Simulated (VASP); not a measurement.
Set up this calculation in VASP 6.6.1, as the native input.

```yaml
Task: single point
Functional: r2SCAN
Potentials_or_basis: VASP PAW PBE potentials, release 64 (Mo_sv)
Cutoff: 520 eV
k_mesh: 22 × 22 × 22
Occupations: gaussian, width 0.15 eV
Spin: no spin polarisation
Dipole_correction: no
Further_INCAR_settings: ALGO = Normal; EDIFF = 1e-06; NBANDS = 13
```

Crystal: Mo.

```
Mo
1.0
    -1.54743    1.54743    1.61813
     1.54743   -1.54743    1.61813
     1.54743    1.54743   -1.61813
Mo
1
Direct
  0.00000 0.00000 0.00000
```

This cell differs from its parent crystal: strain -0.015 along x and y, +0.030 along z.

One way to write it, as run:

POSCAR

```
Mo
1.0
   -1.5474350000      1.5474350000      1.6181300000
    1.5474350000     -1.5474350000      1.6181300000
    1.5474350000      1.5474350000     -1.6181300000
Mo
1
Direct
    0.0000000000      0.0000000000      0.0000000000
```

INCAR.step1

```
PREC = Accurate
ENCUT = 520
ISMEAR = 0
SIGMA = 0.15
LREAL = False
LASPH = True
NELM = 60
NBANDS = 13
GGA = PE
ALGO = Normal
EDIFF = 1E-4
LWAVE = True
LCHARG = False
```

INCAR.step2

```
PREC = Accurate
ENCUT = 520
EDIFF = 1E-6
ISMEAR = 0
SIGMA = 0.15
LREAL = False
LASPH = True
NELM = 60
ALGO = Normal
ISIF = 2
LWAVE = False
LCHARG = False
METAGGA = R2SCAN
LMIXTAU = True
NBANDS = 13
ISTART = 1
```

KPOINTS

```
regular mesh
0
Gamma
  22 22 22
```

Potentials or basis: VASP PAW PBE potentials, release 64 (Mo_sv).

The run is started by

```bash
$ cat potpaw_PBE.64/Mo_sv/POTCAR > POTCAR
$ cp INCAR.step1 INCAR
$ mpirun -np 1 vasp_std > vasp.out
$ cp INCAR.step2 INCAR
$ mpirun -np 1 vasp_std > vasp.out
```

It gave:

| Quantity | Value |
| --- | --- |
| Pressure | 4.0 GPa |
| Band gap on the k mesh | zero (band 7 reaches 16.79 eV, above the bottom of band 8 at 11.53 eV) |

Caveat: the cell differs from its parent crystal (strain -0.015 along x and y, +0.030 along z); the PAW data sets were made with another functional, which shifts forces and pressure a little.

Wall time 6.1 min on 1 thread of Intel(R) Xeon(R) Platinum 8259CL CPU @ 2.50GHz (Skylake/Cascade Lake) (shared host), peak memory 0.26 GiB.
